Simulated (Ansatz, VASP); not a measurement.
**Nb: VASP beside Ansatz**

```xyz
3
Lattice="4.6659 0.0000 0.0000 -2.3329 4.0408 0.0000 0.0000 0.0000 2.8602" Properties=species:S:1:pos:R:3 pbc="T T T"
Nb    0.0000    0.0000    0.0000
Nb    0.0000    2.6938    1.4301
Nb    2.3329    1.3469    1.4301
```

Alike in both runs: task relaxation of cell and atoms; functional LDA; k mesh 8 × 8 × 11; occupations fermi-dirac, width 0.1 eV; no spin polarisation.

|  | VASP | Ansatz |
| --- | --- | --- |
| version | VASP 6.6.1 | Ansatz 0.2.0 |
| potentials or method | VASP PAW LDA potentials, release 64 (Nb_sv), cutoff 600 eV | plane waves (420 eV) with PAW, scalar-relativistic |
| valence electrons in the cell | 39 | 39 |

VASP gave:

```
relaxed volume (Å³/atom)                                        : 17.46
relaxed length of the cell vector where the two differ most in proportion (Å) : 4.791
```

Q: What did Ansatz give for the same quantities?

A: Relaxed volume (Å³/atom): 17.46; relaxed length of the cell vector where the two differ most in proportion (Å): 4.792.

Ansatz warns that its potentials were made for another functional, while VASP's fit it. LDA's correlation is that of Perdew and Zunger in VASP and of Perdew and Wang (1992) in Ansatz.
